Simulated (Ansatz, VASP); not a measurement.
**MgO: VASP beside Ansatz**

```xyz
2
Lattice="0.0000 2.0601 2.0601 2.0601 0.0000 2.0601 2.0601 2.0601 0.0000" Properties=species:S:1:pos:R:3 pbc="T T T"
Mg    0.0000    0.0000    0.0000
O     2.0601    2.0601    2.0601
```

Change from the starting cell: hydrostatic strain -2.0%.

Alike in both runs: task single point; functional HSE06; k mesh 8 × 8 × 8; no spin polarisation.

|  | VASP | Ansatz |
| --- | --- | --- |
| version | VASP 6.6.1 | Ansatz 0.2.0 |
| potentials or method | VASP PAW PBE potentials, release 64 (Mg, O) | plane waves, PAW |
| plane-wave cutoff (eV) | 520 | 420 |
| occupations | gaussian, width 0.01 eV | fixed |
| valence electrons in the cell | 8 | 16 |

|  | VASP | Ansatz | Ansatz less VASP |
| --- | --- | --- | --- |
| gap on the k mesh at the Fermi level (eV) | 7.17 | 7.21 | +0.045 |
| pressure (GPa) | 10.9 | 11.0 | +0.16 |

VASP's potentials hold 8 valence electrons a cell and Ansatz's 16, so a difference there can come from the potentials and not from the codes. Ansatz's warnings: stress exchange threshold loose, stress scf threshold loose.
